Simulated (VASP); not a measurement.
Here is a VASP 6.6.1 calculation.

Contents of INCAR:

```
SYSTEM = BaTiO3
PREC = Accurate
ENCUT = 520
EDIFF = 1E-8
ISMEAR = -1
SIGMA = 0.05
LREAL = .False.
LASPH = .True.
NELM = 100
ALGO = Normal
ISIF = 2
LWAVE = .False.
LCHARG = .False.
GGA = PE
LEFG = .True.
NBANDS = 28
```

Contents of KPOINTS:

```
regular mesh
0
Gamma
  8 8 8
  0 0 0
```

The input POSCAR:

```
BaTiO3
1.0
    3.9531406582      0.0000000000      0.0000000000
    0.0000000000      3.9531406582      0.0000000000
    0.0000000000      0.0000000000      3.9531406582
Ba Ti O
1 1 3
Direct
    0.5000000000      0.5000000000      0.5000000000
    0.0000000000      0.0000000000      0.0000000000
    0.5000000000      0.0000000000      0.0000000000
    0.0000000000      0.5000000000      0.0000000000
    0.0000000000      0.0000000000      0.5000000000
```

Potentials or basis: VASP PAW PBE potentials, release 64 (Ba_sv, Ti_sv, O).

Run with:

```sh
$ cat potpaw_PBE.64/Ba_sv/POTCAR potpaw_PBE.64/Ti_sv/POTCAR potpaw_PBE.64/O/POTCAR > POTCAR
$ mpirun -np 1 vasp_std > vasp.out
```

Problem. Estimate the band gap on the k mesh.

Solution. 1.82 eV, indirect (least direct gap 1.93 eV).

Problem. Estimate the pressure.

Solution. 11.1 GPa.

Electric field gradients, principal values (V/Å²):
| atom | least | middle | greatest (by size) |
| --- | --- | --- | --- |
| 1 Ba | 0.000 | 0.000 | 0.000 |
| 2 Ti | 0.000 | 0.000 | 0.000 |
| 3 O | -10.774 | -10.774 | 21.548 |
| 4 O | -10.774 | -10.774 | 21.548 |
| 5 O | -10.774 | -10.774 | 21.548 |

Caveat: without QUAD_EFG the Cq values of the log hold for a quadrupole moment of 1 mb, not for the nuclei; spin-orbit coupling is left out, which moves the levels of the heavy elements. A k mesh can miss the band edges.
